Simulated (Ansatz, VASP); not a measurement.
**MgS: VASP beside Ansatz**

```
Mg S
1.0
     0.00000    2.61486    2.61486
     2.61486    0.00000    2.61486
     2.61486    2.61486    0.00000
Mg S
1 1
Direct
  0.00000 0.00000 0.00000
  0.50000 0.50000 0.50000
```

Alike in both runs: task single point; functional PBE; k mesh 8 × 8 × 8; occupations gaussian, width 0.02 eV; no spin polarisation.

```csv
,VASP,Ansatz
version,VASP 6.6.1,Ansatz 0.2.0
potentials or method,"VASP PAW PBE potentials, release 64 (Mg, S), cutoff 520 eV","scalar-relativistic, plane waves, PAW"
valence electrons in the cell,8,16
```

VASP gave:

| Item | Value |
| --- | --- |
| gap on the k mesh at the Fermi level (eV) | 2.74 |
| least direct gap on the mesh (eV) | 3.59 |

Which values does Ansatz return?

gap on the k mesh at the Fermi level (eV): 2.76; least direct gap on the mesh (eV): 3.60.

VASP's potentials hold 8 valence electrons a cell and Ansatz's 16, so a difference there can come from the potentials and not from the codes.
